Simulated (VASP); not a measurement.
## Sb: single point with r2SCAN

Sb:

```
Sb
1.0
     3.10145    0.00000    0.00000
     0.00000    4.31834    0.00000
    -0.03865    0.00000    4.37628
Sb
2
Direct
  0.01139 0.25000 0.24117
  0.98861 0.75000 0.75883
```

```json
{
  "Program": "VASP 6.6.1",
  "Task": "single point",
  "Functional": "r2SCAN",
  "Potentials or basis": "VASP PAW PBE potentials, release 64 (Sb)",
  "Cutoff": "520 eV",
  "k mesh": "9 × 6 × 6",
  "Occupations": "fermi-dirac, width 0.05 eV",
  "Spin": "no spin polarisation"
}
```

```json
{"Pressure": "0.4 GPa", "Largest force": "0.071 eV/Å", "Band gap on the k mesh": "zero (bands 5 and 6 overlap by 9.05 eV)"}
```

Forces on the atoms (eV/Å):
```
Sb  -0.043  0.000  0.056
Sb   0.043  0.000 -0.056
```

Stress tensor (GPa, compression positive):
```
0.59 0.00 0.12
0.00 0.23 0.00
0.12 0.00 0.35
```

Levels at points of the mesh, in eV from the Fermi level:
| k point | band 2 | band 3 | band 4 | band 5 | band 6 | band 7 | band 8 | band 9 |
| --- | --- | --- | --- | --- | --- | --- | --- | --- |
| (0.00, 0.00, 0.00) | -7.70 | -4.09 | -3.95 | 2.18 | 3.14 | 3.38 | 3.54 | 6.92 |
| (0.00, 0.50, 0.00) | -11.36 | -1.76 | -1.76 | -0.99 | -0.99 | 4.98 | 4.98 | 8.55 |
| (0.00, 0.00, 0.50) | -11.16 | -1.88 | -1.31 | -1.00 | -0.86 | 4.75 | 5.17 | 8.22 |
| (0.00, 0.50, 0.50) | -10.62 | -6.16 | -6.16 | 5.36 | 5.36 | 5.64 | 5.64 | 9.20 |

Wall time 2.1 min on 1 thread of Intel Xeon 8259CL, on a shared host, peak memory 0.21 GiB.

Caveat: the PAW data sets were made with another functional, which shifts forces and pressure a little; spin-orbit coupling is left out, which moves the levels of the heavy elements.
